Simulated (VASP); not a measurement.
Wanted: the native input for a VASP 6.6.1 run.

- Task: single point
- Functional: PBE
- Potentials or basis: VASP PAW PBE potentials, release 64 (Be)
- Cutoff: 520 eV
- k mesh: 10 × 10 × 10, shifted
- Occupations: gaussian, width 0.0164 eV
- Spin: no spin polarisation
- Dipole correction: no
- Further INCAR settings: ALGO = Normal; EDIFF = 1e-06; NBANDS = 7

The structure of Be lies in POSCAR:

```
Be
1.0
   -1.2634200000      1.2634200000      1.2634200000
    1.2634200000     -1.2634200000      1.2634200000
    1.2634200000      1.2634200000     -1.2634200000
Be
1
Direct
    0.0000000000      0.0000000000      0.0000000000
```

One way to write it, as run:

INCAR

```
SYSTEM = Be
PREC     = Accurate       ! precision mode
ENCUT    = 520            ! plane-wave cutoff, eV
EDIFF    = 1E-6           ! SCF threshold, eV
ISMEAR   = 0              ! smearing method
SIGMA    = 0.0164         ! smearing width, eV
LREAL    = .False.        ! projectors in reciprocal space
LASPH    = .True.         ! aspherical terms in the spheres
NELM     = 60             ! most SCF steps
ALGO     = Normal         ! electronic algorithm
ISIF     = 2              ! what is computed and relaxed
LWAVE    = .False.        ! write WAVECAR
LCHARG   = .True.         ! write CHGCAR
GGA      = PE             ! functional
LELF     = .True.         ! ELF
LVHAR    = .True.       
NBANDS   = 7              ! bands
```

KPOINTS

```
Automatic mesh
0
Gamma
  10 10 10
  0.5 0.5 0.5
```

Potentials or basis: VASP PAW PBE potentials, release 64 (Be).

The run is started by

```bash
$ cat potpaw_PBE.64/Be/POTCAR > POTCAR
$ mpirun -np 1 vasp_std > vasp.out
```

Results of the run:

The pressure is -3.6 GPa and the band gap on the k mesh is zero (band 1 reaches 9.86 eV, above the bottom of band 2 at 6.45 eV).

Wall time 1.2 s on 1 thread of Intel(R) Xeon(R) 6975P-C (Granite Rapids), with other jobs on the host, peak memory 0.1 GiB.
